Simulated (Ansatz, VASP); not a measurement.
**Two plane-wave programs on Pd**

```
Pd
1.0
     2.78367    0.00000    0.00000
    -1.39183    2.41072    0.00000
     0.00000    0.00000    4.62889
Pd
2
Cartesian
  0.0000 1.6071 1.1572
  1.3918 0.8036 3.4717
```

Alike in both runs: task single point; functional PBE; k mesh 11 × 11 × 6; occupations gaussian, width 0.016 eV; no spin polarisation.

|  | VASP | Ansatz |
| --- | --- | --- |
| version | VASP 6.6.1 | Ansatz 0.2.0 |
| potentials or method | VASP PAW PBE potentials, release 64 (Pd) | Ansatz PAW |
| plane-wave cutoff (eV) | 520 | 420 |
| valence electrons in the cell | 20 | 36 |

|  | VASP | Ansatz | Ansatz less VASP |
| --- | --- | --- | --- |
| gap on the k mesh at the Fermi level (eV) | none | none | - |
| pressure (GPa) | -1.7 | -1.6 | +0.16 |
| traceless stress, the component that is largest in VASP (GPa) | 0.25 | 0.35 | +0.101 |

A gap of «none» marks a metal or a gap that the smearing closes. The functional is the same, so the differences come from potentials, cutoffs and numerics. VASP's potentials hold 20 valence electrons a cell and Ansatz's 36, so a difference there can come from the potentials and not from the codes.
